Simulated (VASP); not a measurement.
# Ga2P (F-43m) in VASP: notebook

Ga2P is run at these levels: PBE; tasks: single point, relaxation of cell and atoms.

Program: VASP 6.6.1. These are calculated values, not measurements. Logs are shortened: lines on timing, memory, paths and dates and some standing lists are left out, and cuts for length are marked.

### Step 1. The cell of the first run

It takes space group F-43m (No. 216, cubic). The conventional cell has a = 6.310 Å, b = 6.310 Å, c = 6.310 Å, α = 90.00°, β = 90.00°, γ = 90.00°. Within 3.6 Å of Ga (site symmetry -43m) lie 4 Ga at 2.73 Å and 6 P at 3.16 Å. Ga (site symmetry -43m) has 4 Ga at 2.73 Å and 4 P at 2.73 Å within 3.6 Å. P (site symmetry -43m) has 10 Ga at 2.73 to 3.16 Å within 3.6 Å.

### Step 2. Single point, PBE

Contents of INCAR:

```
SYSTEM = Ga2P
PREC = Accurate
ENCUT = 520
EDIFF = 1E-6
ISMEAR = 0
SIGMA = 0.1
LREAL = .FALSE.
LASPH = .TRUE.
NELM = 60
ALGO = Normal
ISIF = 2
LWAVE = .FALSE.
LCHARG = .TRUE.
GGA = PE
LELF = .TRUE.
LVHAR = .TRUE.
NBANDS = 22
```

Contents of KPOINTS:

```
Automatic mesh
0
G
  4 4 4
  0 0 0
```

Contents of POSCAR:

```
Ga2P
1.0
    0.0000000000      3.1550701255      3.1550701255
    3.1550701255      0.0000000000      3.1550701255
    3.1550701255      3.1550701255      0.0000000000
Ga P
2 1
Direct
    0.5000000000      0.5000000000      0.5000000000
    0.2500000000      0.2500000000      0.2500000000
    0.0000000000      0.0000000000      0.0000000000
```

Potentials or basis: VASP PAW PBE potentials, release 64 (Ga_d, P).

The run is started by

```sh
$ cat potpaw_PBE.64/Ga_d/POTCAR potpaw_PBE.64/P/POTCAR > POTCAR
$ mpirun -np 1 vasp_std > vasp.out
```

OUTCAR:

```text
SYSTEM = Ga2P
   PREC = Accurate
   ENCUT = 520
   EDIFF = 1E-6
   ISMEAR = 0
   LREAL = .FALSE.
   LASPH = .TRUE.
   NELM = 60
   ISIF = 2
   GGA = PE

 ion  position               nearest neighbor table
   1  0.500  0.500  0.500-   2 2.73   2 2.73   2 2.73   2 2.73
   2  0.250  0.250  0.250-   3 2.73   3 2.73   3 2.73   1 2.73   3 2.73   1 2.73   1 2.73   1 2.73

   3  0.000  0.000  0.000-   2 2.73   2 2.73   2 2.73   2 2.73

  LATTYP: Found a face centered cubic cell.
 ALAT       =     6.3101402510

  Lattice vectors:

 A1 = (   0.0000000000,   3.1550701255,   3.1550701255)
 A2 = (   3.1550701255,   0.0000000000,   3.1550701255)
 A3 = (   3.1550701255,   3.1550701255,   0.0000000000)

Analysis of symmetry for initial positions (statically):
=====================================================================
 Subroutine PRICEL returns:
 Original cell was already a primitive cell.

 Routine SETGRP: Setting up the symmetry group for a
 face centered cubic supercell.

 Subroutine GETGRP returns: Found 24 space group operations
 (whereof 24 operations were pure point group operations)
 out of a pool of 48 trial point group operations.

The static configuration has the point symmetry T_d .

Analysis of symmetry for dynamics (positions and initial velocities):
=====================================================================
 Subroutine PRICEL returns:
 Original cell was already a primitive cell.

 Routine SETGRP: Setting up the symmetry group for a
 face centered cubic supercell.

 Subroutine GETGRP returns: Found 24 space group operations
 (whereof 24 operations were pure point group operations)
 out of a pool of 48 trial point group operations.

The dynamic configuration has the point symmetry T_d .

 Subroutine INISYM returns: Found 24 space group operations
 (whereof 24 operations are pure point group operations),
 and found     1 'primitive' translations

----------------------------------------------------------------------------------------

                                     Primitive cell

  volume of cell :      62.8141

  direct lattice vectors                    reciprocal lattice vectors
     0.000000000  3.155070125  3.155070125    -0.158475083  0.158475083  0.158475083
     3.155070125  0.000000000  3.155070125     0.158475083 -0.158475083  0.158475083
     3.155070125  3.155070125  0.000000000     0.158475083  0.158475083 -0.158475083

  length of vectors
     4.461942962  4.461942962  4.461942962     0.274486895  0.274486895  0.274486895

  position of ions in fractional coordinates (direct lattice)
     0.500000000  0.500000000  0.500000000
     0.250000000  0.250000000  0.250000000
     0.000000000  0.000000000  0.000000000

  ion indices of the primitive-cell ions
   primitive index   ion index
                 1           1
                 2           2
                 3           3

----------------------------------------------------------------------------------------

 KPOINTS: Automatic mesh

Automatic generation of k-mesh.
 Grid dimensions read from file:
 generate k-points for:    4    4    4

 Generating k-lattice:

  Cartesian coordinates                     Fractional coordinates (reciprocal lattice)
    -0.039618771  0.039618771  0.039618771     0.250000000  0.000000000  0.000000000
     0.039618771 -0.039618771  0.039618771     0.000000000  0.250000000  0.000000000
     0.039618771  0.039618771 -0.039618771     0.000000000  0.000000000  0.250000000

  Length of vectors
     0.068621724  0.068621724  0.068621724

  Shift w.r.t. Gamma in fractional coordinates (k-lattice)
     0.000000000  0.000000000  0.000000000

 Subroutine IBZKPT returns following result:
 ===========================================

 Found      8 irreducible k-points:

 Following reciprocal coordinates:
            Coordinates               Weight
  0.000000  0.000000  0.000000      1.000000
  0.250000  0.000000  0.000000      8.000000
  0.500000  0.000000  0.000000      4.000000
  0.250000  0.250000  0.000000      6.000000
  0.500000  0.250000  0.000000     24.000000
 -0.250000  0.250000  0.000000     12.000000
  0.500000  0.500000  0.000000      3.000000
 -0.250000  0.500000  0.250000      6.000000
   k-points           NKPTS =      8   k-points in BZ     NKDIM =      8   number of bands    NBANDS=     22
   number of dos      NEDOS =    301   number of ions     NIONS =      3
   total plane-waves  NPLWV =  46656
   dimension x,y,z NGX =    36 NGY =   36 NGZ =   36
   dimension x,y,z NGXF=    72 NGYF=   72 NGZF=   72
   ions per type =               2   1
   NGX,Y,Z   is equivalent  to a cutoff of  13.41, 13.41, 13.41 a.u.
   NGXF,Y,Z  is equivalent  to a cutoff of  26.83, 26.83, 26.83 a.u.
 SYSTEM =  Ga2P
   PREC   = accura    normal or accurate (medium, high low for compatibility)
   ISTART =      0    job   : 0-new  1-cont  2-samecut
   ICHARG =      2    charge: 1-file 2-atom 10-const
   ISPIN  =      1    spin polarized calculation?
   LNONCOLLINEAR =      F non collinear calculations
   LSORBIT =      F    spin-orbit coupling
   LASPH  =      T    aspherical Exc in radial PAW
   ENCUT  =  520.0 eV  38.22 Ry    6.18 a.u.   8.30  8.30  8.30*2*pi/ulx,y,z
   NELM   =     60;   NELMIN=  2; NELMDL= -5     # of ELM steps
   EDIFF  = 0.1E-05   stopping-criterion for ELM
   LREAL  =      F    real-space projection
   EDIFFG = 0.1E-04   stopping-criterion for IOM
   NSW    =      0    number of steps for IOM
   IBRION =     -1    ionic relax: 0-MD 1-quasi-New 2-CG
   NFREE  =      0    steps in history (QN), initial steepest desc. (CG)
   ISIF   =      2    stress and relaxation
   ISYM   =      2    0-nonsym 1-usesym 2-fastsym
   POTIM  = 0.5000    time-step for ionic-motion
   TEBEG  =    0.0;   TEEND  =   0.0 temperature during run
   PSTRESS=    0.0 pullay stress
   NELECT =      31.0000    total number of electrons
   NUPDOWN=      -1.0000    fix difference up-down
   EMIN   =  10.00;   EMAX   =-10.00  energy-range for DOS
   EFERMI =   0.00;   METHOD = LEGACY
   ISMEAR =     0;   SIGMA  =   0.10  broadening in eV -4-tet -1-fermi 0-gaus
   EFERMI_NEDOS =   21; number of points for ismear=-14 and -15
   IALGO  =     38    algorithm
   IMIX   =      4    mixing-type and parameters
     AMIX     =   0.40;   BMIX     =  1.00
     AMIX_MAG =   1.60;   BMIX_MAG =  1.00
  volume/ion in A,a.u.               =      20.94       141.30
  Fermi-wavevector in a.u.,A,eV,Ry     =   1.293728  2.444792 22.772516  1.673733
  Thomas-Fermi vector in A             =   2.425356
   LORBIT       =      0    0 simple, 1 ext, 2 COOP (PROOUT), +10 PAW based schemes
   GGA     = PE    functional components
   LHFCALC =     F    Hartree Fock is set to
   AEXX    =    0.0000 exact exchange contribution
   IVDW    =     0    specifies the selected vdW correction
   LEPSILON=     F    determine dielectric tensor
   LRPA    =     F    only Hartree local field effects (RPA)
 non-spin polarized calculation
 Gauss-broadening in eV      SIGMA  =   0.10
  energy-cutoff  :      520.00
  volume of cell :       62.81
 maximum number of plane-waves:      1708
 NGX is ok and might be reduce to    36
   NGX = 17   NGY = 17   NGZ = 17

 number of electron      31.0000012 magnetization

 Free energy of the ion-electron system (eV)
  ---------------------------------------------------
  ext. energy  EPLUGINS =         0.00000000
  ---------------------------------------------------
  free energy    TOTEN  =       -10.36609805 eV

  energy without entropy =      -10.35355752  energy(sigma->0) =      -10.35982779

 E-fermi :   5.1386     XC(G=0): -10.0704

 val. band max:        5.0388324819   @ k =   0.2500   0.2500   0.0000
 cond. band min:       5.1669441855   @ k =  -0.2500   0.5000   0.2500
 fundamental gap:      0.1281117036
 Fermi energy:         5.1385623860

 k-point     1 :       0.0000    0.0000    0.0000
  band No.  band energies     occupation
      1     -10.2308      2.00000
      2     -10.2308      2.00000
      3     -10.2308      2.00000
      4     -10.1966      2.00000
      5     -10.1966      2.00000
      6      -9.9945      2.00000
[... 14 lines left out ...]
     21       9.2695      0.00000
     22       9.2695      0.00000

 k-point     2 :       0.2500    0.0000    0.0000
  band No.  band energies     occupation
      1     -10.2461      2.00000
      2     -10.2461      2.00000
      3     -10.2306      2.00000
      4     -10.1712      2.00000
      5     -10.1712      2.00000
      6     -10.0060      2.00000
[... 14 lines left out ...]
     21       9.2826      0.00000
     22      11.0550      0.00000

 k-point     3 :       0.5000    0.0000    0.0000
  band No.  band energies     occupation
      1     -10.2476      2.00000
      2     -10.2476      2.00000
      3     -10.2311      2.00000
      4     -10.1647      2.00000
      5     -10.1647      2.00000
      6     -10.0187      2.00000
[... 14 lines left out ...]
     21      11.3886      0.00000
     22      12.3395      0.00000

 k-point     4 :       0.2500    0.2500    0.0000
  band No.  band energies     occupation
      1     -10.2567      2.00000
      2     -10.2411      2.00000
      3     -10.2411      2.00000
      4     -10.1640      2.00000
      5     -10.1486      2.00000
      6     -10.0582      2.00000
[... 14 lines left out ...]
     21      11.3407      0.00000
     22      11.3407      0.00000

 k-point     5 :       0.5000    0.2500    0.0000
  band No.  band energies     occupation
      1     -10.2837      2.00000
      2     -10.2510      2.00000
      3     -10.2134      2.00000
      4     -10.1395      2.00000
      5     -10.1374      2.00000
      6     -10.0607      2.00000
[... 14 lines left out ...]
     21      11.7946      0.00000
     22      12.6780      0.00000

 k-point     6 :      -0.2500    0.2500    0.0000
  band No.  band energies     occupation
      1     -10.2765      2.00000
      2     -10.2593      2.00000
      3     -10.1975      2.00000
      4     -10.1632      2.00000
      5     -10.1360      2.00000
      6     -10.0352      2.00000
[... 14 lines left out ...]
     21      11.3584      0.00000
     22      12.0566      0.00000

 k-point     7 :       0.5000    0.5000    0.0000
  band No.  band energies     occupation
      1     -10.2519      2.00000
      2     -10.2512      2.00000
      3     -10.2512      2.00000
      4     -10.1800      2.00000
      5     -10.1126      2.00000
      6     -10.0343      2.00000
[... 14 lines left out ...]
     21      12.7882      0.00000
     22      12.7882      0.00000

 k-point     8 :      -0.2500    0.5000    0.2500
  band No.  band energies     occupation
      1     -10.2967      2.00000
      2     -10.2655      2.00000
      3     -10.1767      2.00000
      4     -10.1352      2.00000
      5     -10.1264      2.00000
      6     -10.0564      2.00000
[... 14 lines left out ...]
     21      12.2309      0.00000
     22      12.8484      0.00000

------------------------ aborting loop because EDIFF is reached ----------------------------------------

  FORCE on cell =-STRESS in cart. coord.  units (eV):
  Direction    XX          YY          ZZ          XY          YZ          ZX
  --------------------------------------------------------------------------------------
  -------------------------------------------------------------------------------------
  Total       -0.0092044     -0.0092044     -0.0092044      0.0000000      0.0000000      0.0000000
  in kB       -0.2347737     -0.2347737     -0.2347737      0.0000000      0.0000000      0.0000000
  external PRESSURE =      -0.2347737 kB  Pullay stress =       0.0000000 kB

 VOLUME and BASIS-vectors are now :
 -----------------------------------------------------------------------------
  energy-cutoff  :      520.00
  volume of cell :       62.81
      direct lattice vectors                 reciprocal lattice vectors
     0.000000000  3.155070125  3.155070125    -0.158475083  0.158475083  0.158475083
     3.155070125  0.000000000  3.155070125     0.158475083 -0.158475083  0.158475083
     3.155070125  3.155070125  0.000000000     0.158475083  0.158475083 -0.158475083

 POSITION                                       TOTAL-FORCE (eV/Angst)
 -----------------------------------------------------------------------------------
      3.15507      3.15507      3.15507        -0.000000     -0.000000     -0.000000
      1.57754      1.57754      1.57754         0.000000      0.000000      0.000000
      0.00000      0.00000      0.00000        -0.000000     -0.000000     -0.000000
 -----------------------------------------------------------------------------------
    total drift:                               -0.000000     -0.000000     -0.000000

  FREE ENERGIE OF THE ION-ELECTRON SYSTEM (eV)
  ---------------------------------------------------
  free  energy   TOTEN  =       -10.3660980530 eV

  energy  without entropy=      -10.3535575195  energy(sigma->0) =      -10.35982779
```

It took 18 s on 1 thread of AMD EPYC 9R45 (Zen 5), shared host; peak memory 0.16 GiB.

Results:

* Free energy: -10.3661 eV
* Pressure: 0.0 GPa

Levels at points of the mesh, in eV from the Fermi level:
| k point | band 12 | band 13 | band 14 | band 15 | band 16 | band 17 | band 18 | band 19 |
| --- | --- | --- | --- | --- | --- | --- | --- | --- |
| (0.00, 0.00, 0.00) | -4.97 | -1.90 | -1.90 | -1.90 | 0.66 | 0.68 | 0.68 | 0.68 |
| (0.50, 0.00, 0.00) | -8.39 | -3.35 | -2.47 | -2.47 | 0.08 | 0.08 | 0.08 | 4.55 |
| (0.50, 0.50, 0.00) | -7.56 | -5.63 | -4.10 | -4.10 | -0.59 | 3.86 | 3.86 | 4.73 |

Caveat: the k points lie up to 0.43 Å⁻¹ apart.

(Continued in part 2 of 2.)
